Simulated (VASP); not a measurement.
# GeBr (Fm-3m) in VASP: notebook

The runs below take GeBr through single point, relaxation of cell and atoms, with PBE.

Program: VASP 6.6.1. These are calculated values, not measurements. Logs are shortened: lines on timing, memory, paths and dates and some standing lists are left out, and cuts for length are marked.

## 1. The cell of the first run

Symmetry: Fm-3m, No. 225, cubic system. Conventional cell: a = 5.938 Å, b = 5.938 Å, c = 5.938 Å, α = 90.00°, β = 90.00°, γ = 90.00°. Ge (site symmetry m-3m) has 6 Br at 2.97 Å within 3.9 Å. Within 3.9 Å of Br (site symmetry m-3m) lie 6 Ge at 2.97 Å.

## 2. Single point, PBE

The input, INCAR:

```
PREC = Accurate
ENCUT = 520
EDIFF = 1E-7
ISMEAR = 0
SIGMA = 0.1
LREAL = False
LASPH = True
NELM = 80
ALGO = Normal
ISIF = 2
LWAVE = False
LCHARG = False
GGA = PE
NBANDS = 18
```

The input, KPOINTS:

```
Automatic mesh
0
Gamma
  6 6 6
```

The input, POSCAR:

```
GeBr
1.0
    0.0000000000      2.9691247400      2.9691247400
    2.9691247400      0.0000000000      2.9691247400
    2.9691247400      2.9691247400      0.0000000000
Ge Br
1 1
Direct
    0.5000000000      0.5000000000      0.5000000000
    0.0000000000      0.0000000000      0.0000000000
```

Potentials or basis: VASP PAW PBE potentials, release 64 (Ge_d, Br).

Launch:

```bash
$ cat potpaw_PBE.64/Ge_d/POTCAR potpaw_PBE.64/Br/POTCAR > POTCAR
$ mpirun -np 1 vasp_std > vasp.out
```

OUTCAR:

```text
PREC = Accurate
   ENCUT = 520
   EDIFF = 1E-7
   ISMEAR = 0
   LREAL = False
   LASPH = True
   NELM = 80
   ISIF = 2
   GGA = PE

 ion  position               nearest neighbor table
   1  0.500  0.500  0.500-
   2  0.000  0.000  0.000-

  LATTYP: Found a face centered cubic cell.
 ALAT       =     5.9382494800

  Lattice vectors:

 A1 = (   0.0000000000,   2.9691247400,   2.9691247400)
 A2 = (   2.9691247400,   0.0000000000,   2.9691247400)
 A3 = (   2.9691247400,   2.9691247400,   0.0000000000)

Analysis of symmetry for initial positions (statically):
=====================================================================
 Subroutine PRICEL returns:
 Original cell was already a primitive cell.

 Routine SETGRP: Setting up the symmetry group for a
 face centered cubic supercell.

 Subroutine GETGRP returns: Found 48 space group operations
 (whereof 48 operations were pure point group operations)
 out of a pool of 48 trial point group operations.

The static configuration has the point symmetry O_h .

Analysis of symmetry for dynamics (positions and initial velocities):
=====================================================================
 Subroutine PRICEL returns:
 Original cell was already a primitive cell.

 Routine SETGRP: Setting up the symmetry group for a
 face centered cubic supercell.

 Subroutine GETGRP returns: Found 48 space group operations
 (whereof 48 operations were pure point group operations)
 out of a pool of 48 trial point group operations.

The dynamic configuration has the point symmetry O_h .

 Subroutine INISYM returns: Found 48 space group operations
 (whereof 48 operations are pure point group operations),
 and found     1 'primitive' translations

----------------------------------------------------------------------------------------

                                     Primitive cell

  volume of cell :      52.3498

  direct lattice vectors                    reciprocal lattice vectors
     0.000000000  2.969124740  2.969124740    -0.168399796  0.168399796  0.168399796
     2.969124740  0.000000000  2.969124740     0.168399796 -0.168399796  0.168399796
     2.969124740  2.969124740  0.000000000     0.168399796  0.168399796 -0.168399796

  length of vectors
     4.198976476  4.198976476  4.198976476     0.291677002  0.291677002  0.291677002

  position of ions in fractional coordinates (direct lattice)
     0.500000000  0.500000000  0.500000000
     0.000000000  0.000000000  0.000000000

  ion indices of the primitive-cell ions
   primitive index   ion index
                 1           1
                 2           2

----------------------------------------------------------------------------------------

 KPOINTS: Automatic mesh

Automatic generation of k-mesh.
 Grid dimensions read from file:
 generate k-points for:    6    6    6

 Generating k-lattice:

  Cartesian coordinates                     Fractional coordinates (reciprocal lattice)
    -0.028066633  0.028066633  0.028066633     0.166666667  0.000000000  0.000000000
     0.028066633 -0.028066633  0.028066633     0.000000000  0.166666667  0.000000000
     0.028066633  0.028066633 -0.028066633     0.000000000  0.000000000  0.166666667

  Length of vectors
     0.048612834  0.048612834  0.048612834

  Shift w.r.t. Gamma in fractional coordinates (k-lattice)
     0.000000000  0.000000000  0.000000000

 Subroutine IBZKPT returns following result:
 ===========================================

 Found     16 irreducible k-points:

 Following reciprocal coordinates:
            Coordinates               Weight
  0.000000  0.000000  0.000000      1.000000
  0.166667  0.000000  0.000000      8.000000
  0.333333  0.000000  0.000000      8.000000
  0.500000  0.000000  0.000000      4.000000
  0.166667  0.166667  0.000000      6.000000
  0.333333  0.166667  0.000000     24.000000
[... 8 lines left out ...]
 -0.333333  0.333333  0.166667     24.000000
 -0.333333  0.500000  0.166667     12.000000
   k-points           NKPTS =     16   k-points in BZ     NKDIM =     16   number of bands    NBANDS=     18
   number of dos      NEDOS =    301   number of ions     NIONS =      2
   total plane-waves  NPLWV =  32768
   dimension x,y,z NGX =    32 NGY =   32 NGZ =   32
   dimension x,y,z NGXF=    64 NGYF=   64 NGZF=   64
   ions per type =               1   1
   NGX,Y,Z   is equivalent  to a cutoff of  12.67, 12.67, 12.67 a.u.
   NGXF,Y,Z  is equivalent  to a cutoff of  25.34, 25.34, 25.34 a.u.
 SYSTEM =  unknown system
   PREC   = accura    normal or accurate (medium, high low for compatibility)
   ISTART =      0    job   : 0-new  1-cont  2-samecut
   ICHARG =      2    charge: 1-file 2-atom 10-const
   ISPIN  =      1    spin polarized calculation?
   LNONCOLLINEAR =      F non collinear calculations
   LSORBIT =      F    spin-orbit coupling
   LASPH  =      T    aspherical Exc in radial PAW
   ENCUT  =  520.0 eV  38.22 Ry    6.18 a.u.   7.81  7.81  7.81*2*pi/ulx,y,z
   NELM   =     80;   NELMIN=  2; NELMDL= -5     # of ELM steps
   EDIFF  = 0.1E-06   stopping-criterion for ELM
   LREAL  =      F    real-space projection
   EDIFFG = 0.1E-05   stopping-criterion for IOM
   NSW    =      0    number of steps for IOM
   IBRION =     -1    ionic relax: 0-MD 1-quasi-New 2-CG
   NFREE  =      0    steps in history (QN), initial steepest desc. (CG)
   ISIF   =      2    stress and relaxation
   ISYM   =      2    0-nonsym 1-usesym 2-fastsym
   POTIM  = 0.5000    time-step for ionic-motion
   TEBEG  =    0.0;   TEEND  =   0.0 temperature during run
   PSTRESS=    0.0 pullay stress
   NELECT =      21.0000    total number of electrons
   NUPDOWN=      -1.0000    fix difference up-down
   EMIN   =  10.00;   EMAX   =-10.00  energy-range for DOS
   EFERMI =   0.00;   METHOD = LEGACY
   ISMEAR =     0;   SIGMA  =   0.10  broadening in eV -4-tet -1-fermi 0-gaus
   EFERMI_NEDOS =   21; number of points for ismear=-14 and -15
   IALGO  =     38    algorithm
   IMIX   =      4    mixing-type and parameters
     AMIX     =   0.40;   BMIX     =  1.00
     AMIX_MAG =   1.60;   BMIX_MAG =  1.00
  volume/ion in A,a.u.               =      26.17       176.64
  Fermi-wavevector in a.u.,A,eV,Ry     =   1.207377  2.281611 19.834011  1.457759
  Thomas-Fermi vector in A             =   2.343016
[... 46 lines left out ...]
      2     -21.1649      2.00000
      3     -21.1630      2.00000
      4     -21.1626      2.00000
      5     -21.1626      2.00000
      6     -12.5272      2.00000
[... 10 lines left out ...]
     17      12.9942      0.00000
     18      13.1613      0.00000

 k-point     3 :       0.3333    0.0000    0.0000
  band No.  band energies     occupation
      1     -21.1655      2.00000
      2     -21.1655      2.00000
      3     -21.1627      2.00000
      4     -21.1614      2.00000
      5     -21.1614      2.00000
      6     -12.2890      2.00000
[... 10 lines left out ...]
     17      14.6220      0.00000
     18      16.0103      0.00000

 k-point     4 :       0.5000    0.0000    0.0000
  band No.  band energies     occupation
      1     -21.1659      2.00000
      2     -21.1659      2.00000
      3     -21.1625      2.00000
      4     -21.1608      2.00000
      5     -21.1608      2.00000
      6     -12.1579      2.00000
[... 10 lines left out ...]
     17      14.3996      0.00000
     18      14.8887      0.00000

 k-point     5 :       0.1667    0.1667    0.0000
  band No.  band energies     occupation
      1     -21.1656      2.00000
      2     -21.1642      2.00000
      3     -21.1634      2.00000
      4     -21.1623      2.00000
      5     -21.1623      2.00000
      6     -12.4923      2.00000
[... 10 lines left out ...]
     17      12.1152      0.00000
     18      12.1245      0.00000

 k-point     6 :       0.3333    0.1667    0.0000
  band No.  band energies     occupation
      1     -21.1665      2.00000
      2     -21.1644      2.00000
      3     -21.1633      2.00000
      4     -21.1615      2.00000
      5     -21.1612      2.00000
      6     -12.2995      2.00000
[... 10 lines left out ...]
     17      13.8336      0.00000
     18      13.9129      0.00000

 k-point     7 :       0.5000    0.1667    0.0000
  band No.  band energies     occupation
      1     -21.1668      2.00000
      2     -21.1651      2.00000
      3     -21.1625      2.00000
      4     -21.1611      2.00000
      5     -21.1606      2.00000
      6     -12.1289      2.00000
[... 10 lines left out ...]
     17      14.6255      0.00000
     18      15.3871      0.00000

 k-point     8 :      -0.3333    0.1667    0.0000
  band No.  band energies     occupation
      1     -21.1661      2.00000
      2     -21.1655      2.00000
      3     -21.1622      2.00000
      4     -21.1612      2.00000
      5     -21.1612      2.00000
      6     -12.1704      2.00000
[... 10 lines left out ...]
     17      14.6406      0.00000
     18      15.0073      0.00000

 k-point     9 :      -0.1667    0.1667    0.0000
  band No.  band energies     occupation
      1     -21.1653      2.00000
      2     -21.1651      2.00000
      3     -21.1628      2.00000
      4     -21.1622      2.00000
      5     -21.1616      2.00000
      6     -12.3751      2.00000
[... 10 lines left out ...]
     17      12.6322      0.00000
     18      15.0170      0.00000

 k-point    10 :       0.3333    0.3333    0.0000
  band No.  band energies     occupation
      1     -21.1683      2.00000
      2     -21.1640      2.00000
      3     -21.1634      2.00000
      4     -21.1605      2.00000
      5     -21.1605      2.00000
      6     -12.1914      2.00000
[... 10 lines left out ...]
     17      14.7384      0.00000
     18      14.7384      0.00000

 k-point    11 :       0.5000    0.3333    0.0000
  band No.  band energies     occupation
      1     -21.1689      2.00000
      2     -21.1637      2.00000
      3     -21.1637      2.00000
      4     -21.1603      2.00000
      5     -21.1600      2.00000
      6     -12.0678      2.00000
[... 10 lines left out ...]
     17      15.4238      0.00000
     18      15.4893      0.00000

 k-point    12 :      -0.3333    0.3333    0.0000
  band No.  band energies     occupation
      1     -21.1678      2.00000
      2     -21.1646      2.00000
      3     -21.1624      2.00000
      4     -21.1611      2.00000
      5     -21.1605      2.00000
      6     -12.0572      2.00000
[... 10 lines left out ...]
     17      14.7810      0.00000
     18      17.1598      0.00000

 k-point    13 :       0.5000    0.5000    0.0000
  band No.  band energies     occupation
      1     -21.1701      2.00000
      2     -21.1643      2.00000
      3     -21.1631      2.00000
      4     -21.1596      2.00000
      5     -21.1596      2.00000
      6     -12.0355      2.00000
[... 10 lines left out ...]
     17      16.2430      0.00000
     18      16.5056      0.00000

 k-point    14 :       0.5000    0.3333    0.1667
  band No.  band energies     occupation
      1     -21.1674      2.00000
      2     -21.1644      2.00000
      3     -21.1630      2.00000
      4     -21.1610      2.00000
      5     -21.1606      2.00000
      6     -12.1407      2.00000
[... 10 lines left out ...]
     17      13.9108      0.00000
     18      15.4489      0.00000

 k-point    15 :      -0.3333    0.3333    0.1667
  band No.  band energies     occupation
      1     -21.1677      2.00000
      2     -21.1647      2.00000
      3     -21.1620      2.00000
      4     -21.1617      2.00000
      5     -21.1601      2.00000
      6     -12.0572      2.00000
[... 10 lines left out ...]
     17      15.3968      0.00000
     18      15.5140      0.00000

 k-point    16 :      -0.3333    0.5000    0.1667
  band No.  band energies     occupation
      1     -21.1689      2.00000
      2     -21.1639      2.00000
      3     -21.1632      2.00000
      4     -21.1608      2.00000
      5     -21.1596      2.00000
      6     -12.0257      2.00000
[... 10 lines left out ...]
     17      15.9649      0.00000
     18      16.6567      0.00000

------------------------ aborting loop because EDIFF is reached ----------------------------------------

  FORCE on cell =-STRESS in cart. coord.  units (eV):
  Direction    XX          YY          ZZ          XY          YZ          ZX
  --------------------------------------------------------------------------------------
  -------------------------------------------------------------------------------------
  Total        0.8056514      0.8056514      0.8056514      0.0000000      0.0000000     -0.0000000
  in kB       24.6571235     24.6571235     24.6571235      0.0000000      0.0000000     -0.0000000
  external PRESSURE =      24.6571235 kB  Pullay stress =       0.0000000 kB

 VOLUME and BASIS-vectors are now :
 -----------------------------------------------------------------------------
  energy-cutoff  :      520.00
  volume of cell :       52.35
      direct lattice vectors                 reciprocal lattice vectors
     0.000000000  2.969124740  2.969124740    -0.168399796  0.168399796  0.168399796
     2.969124740  0.000000000  2.969124740     0.168399796 -0.168399796  0.168399796
     2.969124740  2.969124740  0.000000000     0.168399796  0.168399796 -0.168399796

 POSITION                                       TOTAL-FORCE (eV/Angst)
 -----------------------------------------------------------------------------------
      2.96912      2.96912      2.96912         0.000000      0.000000      0.000000
      0.00000      0.00000      0.00000        -0.000000     -0.000000     -0.000000
 -----------------------------------------------------------------------------------
    total drift:                                0.000000     -0.000000      0.000000

  FREE ENERGIE OF THE ION-ELECTRON SYSTEM (eV)
  ---------------------------------------------------
  free  energy   TOTEN  =        -5.6258122365 eV

  energy  without entropy=       -5.6141976472  energy(sigma->0) =       -5.62000494
```

It took 10 s on 1 thread of AMD EPYC 9R14 (Zen 4), shared host; peak memory 0.15 GiB.

What came out:

| Quantity | Value |
| --- | --- |
| Free energy | -5.6258 eV |
| Pressure | 2.5 GPa |

Levels at points of the mesh, in eV from the Fermi level:
```csv
k point,band 8,band 9,band 10,band 11,band 12,band 13
"(0.00, 0.00, 0.00)",-4.38,-4.38,-4.38,2.36,2.36,2.36
"(0.50, 0.00, 0.00)",-4.32,-4.32,-2.51,-1.27,0.04,0.04
"(0.50, 0.50, 0.00)",-6.87,-5.43,-5.43,2.56,2.93,2.93
```

Caveat: an odd number of electrons without spin polarisation forces a metal; a magnetic or distorted state may lie lower.

## 3. Single point, PBE

This run uses another cell than the first one, of 27.68 Å³/atom, 1.057 times its volume.

The input, INCAR:

```
ALGO = Normal
EDIFF = 1E-6
ENCUT = 520
GGA = PE
ISIF = 2
ISMEAR = 0
LASPH = T
LCHARG = F
LREAL = F
LWAVE = F
NBANDS = 18
NELM = 80
PREC = Accurate
SIGMA = 0.1
```

The input, KPOINTS:

```
k-points
0
Gamma
  16 16 16
```

The input, POSCAR:

```
GeBr
1.0
    0.0000000000      3.0248629404      3.0248629404
    3.0248629404      0.0000000000      3.0248629404
    3.0248629404      3.0248629404      0.0000000000
Ge Br
1 1
Direct
    0.5000000000      0.5000000000      0.5000000000
    0.0000000000      0.0000000000      0.0000000000
```

Potentials or basis: VASP PAW PBE potentials, release 64 (Ge_d, Br).

Launch:

```bash
$ cat potpaw_PBE.64/Ge_d/POTCAR potpaw_PBE.64/Br/POTCAR > POTCAR
$ mpirun -np 1 vasp_std > vasp.out
```

Run time: 76 s. Hardware: 1 thread of AMD EPYC 9R14 (Zen 4), shared host; peak memory 0.25 GiB.

The run converged. Its results:

```yaml
Free_energy: -5.6776 eV
Pressure: -0.1 GPa
```

Levels at points of the mesh, in eV from the Fermi level:
```
           k point  band 8  band 9  band 10  band 11  band 12  band 13
(0.00, 0.00, 0.00)   -4.29   -4.29    -4.29     2.14     2.14     2.14
(0.50, 0.00, 0.00)   -4.23   -4.23    -2.70    -1.26     0.03     0.03
(0.50, 0.50, 0.00)   -6.57   -5.25    -5.25     2.62     2.62     2.70
```

Caveat: an odd number of electrons without spin polarisation forces a metal; a magnetic or distorted state may lie lower.

## 4. Relaxation of cell and atoms, PBE

The input, INCAR:

```
PREC     = Accurate       # precision mode
ENCUT    = 600            # plane-wave cutoff, eV
EDIFF    = 1E-6           # SCF threshold, eV
ISMEAR   = 0              # smearing method
SIGMA    = 0.1            # smearing width, eV
LREAL    = F              # projectors in reciprocal space
LASPH    = T              # aspherical terms in the spheres
NELM     = 60             # most SCF steps
ALGO     = Normal         # electronic algorithm
ISIF     = 3              # what is computed and relaxed
LWAVE    = F              # write WAVECAR
LCHARG   = F              # write CHGCAR
GGA      = PE             # functional
IBRION   = 2              # ionic algorithm
NSW      = 100            # ionic steps
EDIFFG   = -0.01          # ionic threshold
```

The input, KPOINTS:

```
regular mesh
0
Gamma
  16 16 16
```

The input, POSCAR:

```
GeBr
1.0
    0.0000000000      2.9691247400      2.9691247400
    2.9691247400      0.0000000000      2.9691247400
    2.9691247400      2.9691247400      0.0000000000
Ge Br
1 1
Direct
    0.5000000000      0.5000000000      0.5000000000
    0.0000000000      0.0000000000      0.0000000000
```

Launch:

```bash
$ cat potpaw_PBE.64/Ge_d/POTCAR potpaw_PBE.64/Br/POTCAR > POTCAR
$ mpirun -np 1 vasp_std > vasp.out
```

It took 5.1 min on 1 thread of AMD EPYC 9R14 (Zen 4), shared host; peak memory 0.29 GiB.

The run converged. Its results:

| Property | Result |
| --- | --- |
| Free energy | -5.6774 eV |
| Relaxed volume | 27.71 Å³/atom |
| Relaxed cell | a = 4.280 Å, b = 4.280 Å, c = 4.280 Å, α = 60.00°, β = 60.00°, γ = 60.00° |
| Space group after relaxing (to 0.05 Å) | Fm-3m (No. 225) |
| Energy gained by relaxing | 9.5 meV/atom |
| Ionic steps | 6 |
| Pressure after relaxing | 0.0 GPa |

The path:
```tsv
step	energy change (eV)	largest force (eV/Å)	pressure (GPa)	volume (Å³)
1	0.0000	0.0000	2.11	52.35
2	-0.0187	0.0000	0.21	55.01
3	-0.0190	0.0000	0.11	55.33
4	-0.0183	0.0000	-0.37	55.99
5	-0.0190	0.0000	-0.07	55.48
6	-0.0190	0.0000	-0.05	55.42
```

Final structure:
```xyz
2
Lattice="0.0000 3.0261 3.0261 3.0261 0.0000 3.0261 3.0261 3.0261 0.0000" Properties=species:S:1:pos:R:3 pbc="T T T"
Ge    3.0261    3.0261    3.0261
Br    0.0000    0.0000    0.0000
```

Levels at points of the mesh, in eV from the Fermi level:
```
           k point  band 6  band 7  band 8  band 9  band 10  band 11  band 12  band 13  band 14
(0.00, 0.00, 0.00)  -16.94   -7.94   -4.29   -4.29    -4.29     2.13     2.13     2.13     5.34
(0.50, 0.00, 0.00)  -16.54   -9.46   -4.23   -4.23    -2.70    -1.26     0.03     0.03     7.02
(0.50, 0.50, 0.00)  -16.44   -8.13   -6.57   -5.24    -5.24     2.62     2.62     2.71     2.89
```

Caveat: an odd number of electrons without spin polarisation forces a metal; a magnetic or distorted state may lie lower.

## 5. The runs side by side

```csv
task,cell,k mesh,cutoff (eV),gap on the mesh (eV),pressure (GPa)
single point,"a = 4.199 Å, angles 60.0°, 2 atoms",6 × 6 × 6,520,none,2.5
single point,"a = 4.278 Å, angles 60.0°, 2 atoms",16 × 16 × 16,520,none,-0.1
relaxation of cell and atoms,"relaxed from a = 4.199 Å, angles 60.0°, 2 atoms",16 × 16 × 16,600,none,0.0
```

Alike in all rows: level PBE; potentials or basis VASP PAW PBE potentials, release 64 (Ge_d, Br); no spin polarisation; smearing gaussian 0.1 eV.

Caveats: an odd number of electrons without spin polarisation forces a metal; a magnetic or distorted state may lie lower.

Absolute energies hang on the potentials; compare differences alone.
